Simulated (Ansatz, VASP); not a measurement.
Zr3Si: VASP beside Ansatz

Contents of POSCAR:

```
Zr3Si
1.0
    6.0852677561      0.0000000000      0.0000000000
   -3.0426338780      5.2699964656      0.0000000000
    0.0000000000      0.0000000000      5.3923855385
Zr Si
6 2
Direct
    0.3672648089      0.1836324045      0.7500000000
    0.8163675955      0.1836324045      0.7500000000
    0.8163675955      0.6327351911      0.7500000000
    0.6327351911      0.8163675955      0.2500000000
    0.1836324045      0.8163675955      0.2500000000
    0.1836324045      0.3672648089      0.2500000000
    0.6666666667      0.3333333333      0.2500000000
    0.3333333333      0.6666666667      0.7500000000
```

The input INCAR.step1:

```
SYSTEM = Zr3Si
  ALGO = Normal
  EDIFF = 1E-4
  ENCUT = 520
  GGA = PE
  ISMEAR = 0
  LASPH = .TRUE.
  LCHARG = .FALSE.
  LREAL = .FALSE.
  LWAVE = .TRUE.
  NBANDS = 50
  NELM = 100
  PREC = Accurate
  SIGMA = 0.1
```

Contents of INCAR.step2:

```
SYSTEM = Zr3Si
  ALGO = Normal
  EDIFF = 1E-6
  ENCUT = 520
  ISIF = 2
  ISMEAR = 0
  ISTART = 1
  LASPH = .TRUE.
  LCHARG = .FALSE.
  LMIXTAU = .TRUE.
  LREAL = .FALSE.
  LWAVE = .FALSE.
  METAGGA = R2SCAN
  NBANDS = 50
  NELM = 100
  PREC = Accurate
  SIGMA = 0.1
```

KPOINTS

```
k-points
0
G
  6 6 8
  0 0 0
```

Input for Ansatz:

```yaml
crystal:
  lattice:
    - [6.0852677561, 0.0, 0.0]
    - [-3.042633878, 5.2699964656, 0.0]
    - [0.0, 0.0, 5.3923855385]
  atoms:
    - { symbol: Zr, position: [0.3672648089, 0.1836324045, 0.75] }
    - { symbol: Zr, position: [0.8163675955, 0.1836324045, 0.75] }
    - { symbol: Zr, position: [0.8163675955, 0.6327351911, 0.75] }
    - { symbol: Zr, position: [0.6327351911, 0.8163675955, 0.25] }
    - { symbol: Zr, position: [0.1836324045, 0.8163675955, 0.25] }
    - { symbol: Zr, position: [0.1836324045, 0.3672648089, 0.25] }
    - { symbol: Si, position: [0.6666666667, 0.3333333333, 0.25] }
    - { symbol: Si, position: [0.3333333333, 0.6666666667, 0.75] }
basis:
  ecutwfc: 500
kpoints:
  mp_grid: { grid: [6, 6, 8] }
hamiltonian:
  xc: r2scan
scf:
  occupations: { method: gaussian, width: 0.1 }
output:
  forces: true
  stress: true
  eigenvalues: true
  populations: true
```

Alike in both runs: task single point; functional r2SCAN; k mesh 6 × 6 × 8; occupations gaussian, width 0.1 eV; no spin polarisation.

|  | VASP | Ansatz |
| --- | --- | --- |
| version | VASP 6.6.1 | Ansatz 0.2.0 |
| potentials or method | VASP PAW PBE potentials, release 64 (Zr_sv, Si), cutoff 520 eV | scalar-relativistic, plane waves, PAW |
| valence electrons in the cell | 80 | 80 |

Ansatz gave:

| Item | Value |
| --- | --- |
| gap on the k mesh at the Fermi level (eV) | none |
| pressure (GPa) | -6.4 |
| traceless stress, the component that is largest in VASP (GPa) | -10.00 |
| rms of the force components (eV/Å) | 1.055 |

Question: Which values does VASP return?

Answer: gap on the k mesh at the Fermi level (eV): none; pressure (GPa): -6.3; traceless stress, the component that is largest in VASP (GPa): -10.10; rms of the force components (eV/Å): 1.071.

VASP's potentials were made for PBE, not for r2SCAN. Atom by atom the forces differ by 0.016 eV/Å (rms over components). A gap of «none» marks a metal or a gap that the smearing closes.
